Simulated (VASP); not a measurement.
Input of a VASP 6.6.1 run:

File INCAR:

```
SYSTEM = RuBr4
ALGO = Normal ; EDIFF = 1E-6
EDIFFG = -0.08 ; ENCUT = 600
GGA = PE ; IBRION = 2
ISIF = 3 ; ISMEAR = 0
ISPIN = 2 ; LASPH = .TRUE.
LCHARG = .FALSE. ; LMAXMIX = 4
LORBIT = 11 ; LREAL = .FALSE.
LWAVE = .FALSE. ; MAGMOM = 1 0 0 0 0
NELM = 150 ; NSW = 36
PREC = Accurate ; SIGMA = 0.15
```

KPOINTS

```
k-points
0
G
  2 2 3
  0 0 0
```

The input POSCAR:

```
RuBr4
1.0
    6.3349917800      0.0000000000      0.0000000000
   -3.1674958900      5.4862638200      0.0000000000
    0.0000000000      0.0000000000      5.1068211500
Ru Br
1 4
Direct
    0.0000000000      0.0000000000      0.6810175900
    0.5000000000      0.0000000000      0.2492313500
    0.0000000000      0.5000000000      0.2492313500
    0.5000000000      0.5000000000      0.2492313500
    0.0000000000      0.0000000000      0.1785660200
```

Potentials or basis: VASP PAW PBE potentials, release 64 (Ru_pv, Br).

Command:

```console
$ cat potpaw_PBE.64/Ru_pv/POTCAR potpaw_PBE.64/Br/POTCAR > POTCAR
$ mpirun -np 1 vasp_std > vasp.out
```

(1) Estimate the space group after relaxing (to 0.1 Å).

(2) Predict the site moments.

(3) What does it give for the relaxed cell?

(4) What does it give for the relaxed volume?

## Answers

(1) P6/mmm (No. 191).

(2) Ru +1.61; Br +0.14, +0.20 (each value once) μB.

(3) a = 5.836 Å, b = 5.836 Å, c = 4.945 Å, α = 90.00°, β = 90.00°, γ = 120.00°.

(4) 29.17 Å³/atom.

Caveat: the k points lie up to 0.62 Å⁻¹ apart in the final cell; the volume moved by over 15 % at a fixed basis, so the end points are rough.
